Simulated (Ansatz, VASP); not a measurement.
## V: VASP beside Ansatz

The input INCAR:

```
SYSTEM = V
PREC = Accurate
ENCUT = 520
EDIFF = 1E-6
ISMEAR = -1
SIGMA = 0.1
LREAL = .False.
LASPH = .True.
NELM = 100
ALGO = Normal
ISIF = 2
LWAVE = .False.
LCHARG = .False.
NBANDS = 34
```

The input KPOINTS:

```
regular mesh
0
Gamma
  16 16 4
  0 0 0
```

POSCAR

```
V
1.0
    2.5102336703      0.0000000000      0.0000000000
   -1.2551168351      2.1739261279      0.0000000000
    0.0000000000      0.0000000000      9.0817462864
V
4
Direct
    1.0000000000      1.0000000000      0.0000000000
    1.0000000000      0.0000000000      0.5000000000
    0.3333333333      0.6666666667      0.2500000000
    0.6666666667      0.3333333333      0.7500000000
```

Input for Ansatz:

```yaml
crystal:
  lattice:
    - [2.5102336703, 0.0, 0.0]
    - [-1.2551168351, 2.1739261279, 0.0]
    - [0.0, 0.0, 9.0817462864]
  atoms:
    - { symbol: V, position: [1.0, 1.0, 0.0] }
    - { symbol: V, position: [1.0, 0.0, 0.5] }
    - { symbol: V, position: [0.3333333333, 0.6666666667, 0.25] }
    - { symbol: V, position: [0.6666666667, 0.3333333333, 0.75] }
hamiltonian:
  xc: lda
  pseudopotentials:
    kind: paw
    azcp:
      V: "pseudopotentials/V.paw.azcp"
basis:
  ecutwfc: 420
  fft_grid_basis: typed
kpoints:
  mp_grid: { grid: [16, 16, 4], shift: [0, 0, 0] }
magnetization:
  spin_polarized: false
scf:
  occupations: { method: fermi_dirac, width: 0.1 }
  lower_state_search: "off"
output:
  stress: true
```

Alike in both runs: task single point; functional LDA; k mesh 16 × 16 × 4; occupations fermi-dirac, width 0.1 eV; no spin polarisation.

```csv
,VASP,Ansatz
version,VASP 6.6.1,Ansatz 0.2.0
potentials or method,"VASP PAW LDA potentials, release 64 (V_sv), cutoff 520 eV","plane waves (420 eV) with PAW, scalar-relativistic"
valence electrons in the cell,52,52
```

|  | VASP | Ansatz | Ansatz less VASP |
| --- | --- | --- | --- |
| pressure (GPa) | 9.4 | 8.8 | -0.55 |
| traceless stress, the component that is largest in VASP (GPa) | 0.06 | 0.12 | +0.058 |

Ansatz warns that its potentials were made for another functional, while VASP's fit it. LDA's correlation is that of Perdew and Zunger in VASP and of Perdew and Wang (1992) in Ansatz.
